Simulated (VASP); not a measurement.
Wanted: the native input for a VASP 6.6.1 run.

```
Task                   : electric field gradients
Functional             : PBE
Potentials or basis    : VASP PAW PBE potentials, release 64 (Sb)
Cutoff                 : 520 eV
k mesh                 : 12 × 12 × 12
Occupations            : fermi-dirac, width 0.05 eV
Spin                   : no spin polarisation
Dipole correction      : no
Further INCAR settings : ALGO = Normal; EDIFF = 1e-08; NBANDS = 8
```

The structure of Sb lies in POSCAR:

```
Sb
1.0
    0.0000000000      2.3353324258      2.3353324258
    2.3353324258      0.0000000000      2.3353324258
    2.3353324258      2.3353324258      0.0000000000
Sb
1
Direct
    0.0000000000      0.0000000000      0.0000000000
```

This cell differs from its parent crystal: volume scaled by 1.04.

One way to write it, as run:

INCAR

```
SYSTEM = Sb
PREC = Accurate
ENCUT = 520
EDIFF = 1E-8
ISMEAR = -1
SIGMA = 0.05
LREAL = .False.
LASPH = .True.
NELM = 100
ALGO = Normal
ISIF = 2
LWAVE = .False.
LCHARG = .False.
GGA = PE
LEFG = .True.
NBANDS = 8
```

KPOINTS

```
regular mesh
0
Gamma
  12 12 12
  0 0 0
```

Potentials or basis: VASP PAW PBE potentials, release 64 (Sb).

Run with:

```console
$ cat potpaw_PBE.64/Sb/POTCAR > POTCAR
$ mpirun -np 1 vasp_std > vasp.out
```

It gave:

```json
{
  "Pressure": "5.2 GPa"
}
```

Caveat: without QUAD_EFG the Cq values of the log hold for a quadrupole moment of 1 mb, not for the nuclei.

It took 17 s on 1 thread of Intel(R) Xeon(R) Platinum 8488C (Sapphire Rapids), on a shared host, peak memory 0.16 GiB.
